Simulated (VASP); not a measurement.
A run of VASP 6.6.1:

The input INCAR:

```
SYSTEM = CdS
  PREC = Accurate
  ENCUT = 600
  EDIFF = 1E-7
  ISMEAR = 0
  SIGMA = 0.02
  LREAL = .False.
  LASPH = .True.
  NELM = 100
  ALGO = Normal
  ISIF = 4
  LWAVE = .False.
  LCHARG = .False.
  GGA = PE
  IBRION = 2
  NSW = 50
  EDIFFG = -0.01
```

File KPOINTS:

```
Automatic mesh
0
Gamma
  9 9 4
  0 0 0
```

The input POSCAR:

```
CdS
1.0
    4.1541686323      0.0000000000      0.0000000000
   -2.0770843162      3.5976155672      0.0000000000
    0.0000000000      0.0000000000      6.7598584320
Cd S
2 2
Direct
    0.3333333333      0.6666666667     -0.0007922000
    0.6666666667      0.3333333333      0.4992078000
    0.3333333333      0.6666666667      0.3757922000
    0.6666666667      0.3333333333      0.8757922000
```

Potentials or basis: VASP PAW PBE potentials, release 64 (Cd, S).

Run with:

```console
$ cat potpaw_PBE.64/Cd/POTCAR potpaw_PBE.64/S/POTCAR > POTCAR
$ mpirun -np 1 vasp_std > vasp.out
```

Hardware: 1 thread of Intel(R) Xeon(R) 6975P-C (Granite Rapids), with other jobs on the host.

Task: Estimate the wall time of this run.

Result: It took 48 s on 1 thread of Intel(R) Xeon(R) 6975P-C (Granite Rapids), with other jobs on the host, peak memory 0.29 GiB. Counts: scf iterations 16, k points 36, ion steps 1.
